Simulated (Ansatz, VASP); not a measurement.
# C: VASP beside Ansatz

```
C
1.0
     0.00000    2.13604    4.31035
     1.23324    0.00000    4.31035
     1.23324    2.13604    0.00000
C
2
Direct
  0.16667 0.83333 0.16667
  0.83333 0.16667 0.83333
```

Alike in both runs: functional PBE; k mesh 14 × 14 × 14; occupations gaussian, width 0.02 eV; no spin polarisation.

Ansatz relaxed the structure, and its values are those at the end. VASP's run is a single point on that final structure, the one shown.

```csv
,VASP,Ansatz
version,VASP 6.6.1,Ansatz 0.2.0
potentials or method,"VASP PAW PBE potentials, release 64 (C), cutoff 520 eV","scalar-relativistic, plane waves, PAW"
valence electrons in the cell,8,8
```

Ansatz gave:

```
gap on the k mesh at the Fermi level (eV) : 1.04
least direct gap on the mesh (eV)         : 1.09
pressure (GPa)                            : 0.0
```

Task: Which values does VASP return?

Result: gap on the k mesh at the Fermi level (eV): 1.04; least direct gap on the mesh (eV): 1.09; pressure (GPa): 0.4.

The functional is the same, so the differences come from potentials, cutoffs and numerics.
